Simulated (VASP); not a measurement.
Write the native input for VASP 6.6.1 that does the following.

| Item | Value |
| --- | --- |
| Task | relaxation of cell and atoms |
| Functional | r2SCAN |
| Potentials or basis | VASP PAW PBE potentials, release 64 (Ag, I) |
| Cutoff | 550 eV |
| k mesh | 6 × 6 × 6 |
| Occupations | gaussian, width 0.01 eV |
| Spin | no spin polarisation |
| Target pressure | 7 GPa |
| Dipole correction | no |
| Further INCAR settings | ALGO = Normal; EDIFF = 1e-07; IBRION = 2; EDIFFG = -0.002; NSW = 100; ISIF = 3 |

The system is AgI.

```
CELL_PARAMETERS angstrom
3.28866 3.28866 0.00000
-3.28866 3.28866 0.00000
0.00000 3.28866 3.28866
ATOMIC_POSITIONS crystal
Ag 0.00000 0.00000 0.00000
I 0.75000 0.25000 0.50000
```

One way to write it, as run:

POSCAR

```
AgI
1.0
    3.2886582602      3.2886582602      0.0000000000
   -3.2886582602      3.2886582602      0.0000000000
    0.0000000000      3.2886582602      3.2886582602
Ag I
1 1
Direct
    0.0000000000      0.0000000000      0.0000000000
    0.7500000000      0.2500000000      0.5000000000
```

INCAR.step1

```
ALGO     = Normal         # electronic algorithm
EDIFF    = 1E-5           # SCF threshold, eV
EDIFFG   = -0.005         # ionic threshold
ENCUT    = 550            # plane-wave cutoff, eV
GGA      = PE             # functional
GGA_COMPAT= F            
IBRION   = 2              # ionic algorithm
ISIF     = 3              # what is computed and relaxed
ISMEAR   = 0              # smearing method
LASPH    = T              # aspherical terms in the spheres
LCHARG   = F              # write CHGCAR
LREAL    = F              # projectors in reciprocal space
LWAVE    = T              # write WAVECAR
NELM     = 120            # most SCF steps
NELMIN   = 4            
NSW      = 100            # ionic steps
PREC     = Accurate       # precision mode
SIGMA    = 0.01           # smearing width, eV
```

INCAR.step2

```
ALGO     = Normal         # electronic algorithm
EDIFF    = 1E-7           # SCF threshold, eV
EDIFFG   = -0.002         # ionic threshold
ENCUT    = 550            # plane-wave cutoff, eV
GGA_COMPAT= F            
IBRION   = 2              # ionic algorithm
ISIF     = 3              # what is computed and relaxed
ISMEAR   = 0              # smearing method
ISTART   = 1            
LASPH    = T              # aspherical terms in the spheres
LCHARG   = F              # write CHGCAR
LMIXTAU  = T            
LREAL    = F              # projectors in reciprocal space
LWAVE    = F              # write WAVECAR
METAGGA  = R2SCAN         # meta-GGA
NELM     = 120            # most SCF steps
NELMIN   = 4            
NSW      = 100            # ionic steps
PREC     = Accurate       # precision mode
PSTRESS  = 70.0         
SIGMA    = 0.01           # smearing width, eV
```

KPOINTS

```
k-points
0
Gamma
  6 6 6
```

Potentials or basis: VASP PAW PBE potentials, release 64 (Ag, I).

Command:

```bash
$ cat potpaw_PBE.64/Ag/POTCAR potpaw_PBE.64/I/POTCAR > POTCAR
$ cp INCAR.step1 INCAR
$ mpirun -np 1 vasp_std > vasp.out
$ cp INCAR.step2 INCAR
$ mpirun -np 1 vasp_std > vasp.out
```

It gave:

* Relaxed volume: 30.28 Å³/atom
* Relaxed cell: a = 4.408 Å, b = 4.408 Å, c = 4.408 Å, α = 60.00°, β = 60.00°, γ = 90.00°
* Space group after relaxing (to 0.1 Å): F-43m (No. 216)
* Energy change on relaxing (the run minimises the enthalpy): +95.3 meV/atom
* Ionic steps: 6
* Pressure after relaxing: 7.0 GPa
* Band gap on the k mesh: 1.80 eV

Caveat: the cell is relaxed towards a set pressure, so the run minimises the enthalpy, not the energy; the PAW data sets were made with another functional, which shifts forces and pressure a little; spin-orbit coupling is left out, which moves the levels of the heavy elements.

Run time: 9.2 min on 1 thread of AMD EPYC 7R43 64-Core Processor (Zen 3), with other jobs on the host, peak memory 0.2 GiB.
